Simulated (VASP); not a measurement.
Wanted: the native input for a VASP 6.6.1 run.

```
Task                   : single point
Functional             : PBEsol
Potentials or basis    : VASP PAW PBE potentials, release 64 (Ti_sv)
Cutoff                 : 520 eV
k mesh                 : 12 × 12 × 12
Occupations            : methfessel-paxton, width 0.1 eV
Spin                   : no spin polarisation
Dipole correction      : no
Further INCAR settings : ALGO = Normal; EDIFF = 1e-07; NBANDS = 12
```

The structure of Ti lies in POSCAR:

```
Ti
1.0
   -1.6625945817      1.6625945817      1.6625945817
    1.6625945817     -1.6625945817      1.6625945817
    1.6625945817      1.6625945817     -1.6625945817
Ti
1
Direct
    0.0000000000      0.0000000000      0.0000000000
```

One way to write it, as run:

INCAR

```
SYSTEM = Ti
  PREC = Accurate
  ENCUT = 520
  EDIFF = 1E-7
  ISMEAR = 1
  SIGMA = 0.1
  LREAL = .False.
  LASPH = .True.
  NELM = 100
  ALGO = Normal
  ISIF = 2
  LWAVE = .False.
  LCHARG = .False.
  GGA = PS
  NBANDS = 12
```

KPOINTS

```
regular mesh
0
Gamma
  12 12 12
  0 0 0
```

Potentials or basis: VASP PAW PBE potentials, release 64 (Ti_sv).

Command:

```sh
$ cat potpaw_PBE.64/Ti_sv/POTCAR > POTCAR
$ mpirun -np 1 vasp_std > vasp.out
```

It gave:

| Item | Value |
| --- | --- |
| Pressure | -10.3 GPa |
| Band gap on the k mesh | zero (band 6 reaches 8.32 eV, above the bottom of band 7 at 6.80 eV) |

Caveat: the PAW data sets were made with another functional, which shifts forces and pressure a little.

Run time: 12 s on 1 thread of Intel Xeon 6975P-C, on a shared host, peak memory 0.15 GiB.
